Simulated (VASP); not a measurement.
## H: single point with PBE+D3(BJ)

The system is H, in a box.

```
H
1.0
     6.30590    0.00000    0.00000
    -3.15295    5.46107    0.00000
     0.00000    0.00000   21.12723
H
1
Direct
  0.16667 0.83333 0.59412
```

```json
{"Program": "VASP 6.6.1", "Task": "single point", "Functional": "PBE", "Dispersion": "D3(BJ)", "Potentials or basis": "VASP PAW PBE potentials, release 64 (H)", "Cutoff": "520 eV", "k mesh": "3 × 3 × 1", "Occupations": "gaussian, width 0.05 eV", "Spin": "collinear spin, ferromagnetic start", "Starting moments": "[1.0] μB", "Dipole correction": "yes", "Further INCAR settings": "ALGO = Normal; EDIFF = 1e-07; NBANDS = 10"}
```

- Gap between the frontier levels: 7.17 eV
- Net moment: 1.00 μB per cell
- Site moments: H +0.38 μB
- Valence electrons inside the program's atomic spheres: H 0.38
- Dispersion energy per atom: 0.000 eV

Levels at points of the mesh, in eV from the valence-band top:
Spin up:
| k point | band 1 | band 2 | band 3 | band 4 |
| --- | --- | --- | --- | --- |
| (0.00, 0.00, 0.00) | -0.02 | 7.17 | 7.46 | 7.75 |
Spin down:
```tsv
k point	band 1	band 2	band 3
(0.00, 0.00, 0.00)	7.64	7.94	8.10
```

It took 3.4 min on 1 thread of Oxide Virtual Turin-like Processor, with other jobs on the host, peak memory 0.92 GiB.
